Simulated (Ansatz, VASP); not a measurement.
**Two plane-wave programs on PbS**

The input INCAR:

```
ALGO     = Normal         # electronic algorithm
EDIFF    = 1E-7           # SCF threshold, eV
EDIFFG   = -0.01          # ionic threshold
ENCUT    = 600            # plane-wave cutoff, eV
GGA      = PS             # functional
IBRION   = 2              # ionic algorithm
ISIF     = 3              # what is computed and relaxed
ISMEAR   = -1             # smearing method
IVDW     = 13             # dispersion correction
LASPH    = T              # aspherical terms in the spheres
LCHARG   = F              # write CHGCAR
LREAL    = F              # projectors in reciprocal space
LWAVE    = F              # write WAVECAR
NELM     = 80             # most SCF steps
NSW      = 60             # ionic steps
PREC     = Accurate       # precision mode
SIGMA    = 0.05           # smearing width, eV
```

KPOINTS

```
k-points
0
Gamma
  8 8 8
```

Contents of POSCAR:

```
PbS
1.0
    2.1126617058      1.2197458045      3.4519162518
   -2.1126617058      1.2197458045      3.4519162518
    0.0000000000     -2.4394916091      3.4519162518
Pb S
1 1
Direct
    0.9805657800      0.9805657800      0.9805657800
    0.4750355500      0.4750355500      0.4750355500
```

File input.yaml:

```yaml
crystal:
  lattice:
    - [2.1126617058, 1.2197458045, 3.4519162518]
    - [-2.1126617058, 1.2197458045, 3.4519162518]
    - [0.0, -2.4394916091, 3.4519162518]
  atoms:
    - { symbol: Pb, position: [0.98056578, 0.98056578, 0.98056578] }
    - { symbol: S, position: [0.47503555, 0.47503555, 0.47503555] }
hamiltonian:
  xc: pbesol
  pseudopotentials: { kind: paw }
  dispersion: d4
kpoints:
  mp_grid: { grid: [8, 8, 8] }
scf:
  occupations: { method: fermi_dirac, width: 0.05 }
output:
  forces: true
  stress: true
  eigenvalues: true
relax:
  f_tol: 0.01
  max_steps: 40
  cell: { stress_tol: 0.05 }
```

Alike in both runs: task relaxation of cell and atoms; functional PBEsol; dispersion D4; k mesh 8 × 8 × 8; occupations fermi-dirac, width 0.05 eV; no spin polarisation.

|  | VASP | Ansatz |
| --- | --- | --- |
| version | VASP 6.6.1 | Ansatz 0.2.0 |
| potentials or method | VASP PAW PBE potentials, release 64 (Pb_d, S) | Ansatz PAW |
| plane-wave cutoff (eV) | 600 | 420 |
| valence electrons in the cell | 20 | 20 |

Ansatz gave:

| Quantity | Value |
| --- | --- |
| gap on the k mesh at the Fermi level, each at its own relaxed structure (eV) | 0.11 |
| relaxed volume (Å³/atom) | 25.14 |
| relaxed cell length with the largest relative difference (Å) | 4.143 |

Q: Estimate VASP's values.

A: gap on the k mesh at the Fermi level, each at its own relaxed structure (eV): 0.11; relaxed volume (Å³/atom): 25.15; relaxed cell length with the largest relative difference (Å): 4.144.

VASP's potentials were made for PBE, not for PBEsol.

Neither program's run includes spin-orbit coupling. Noted on Ansatz's run: the plane-wave basis is chosen anew once the cell has moved, so the energies of steps on either side of that aren't comparable.
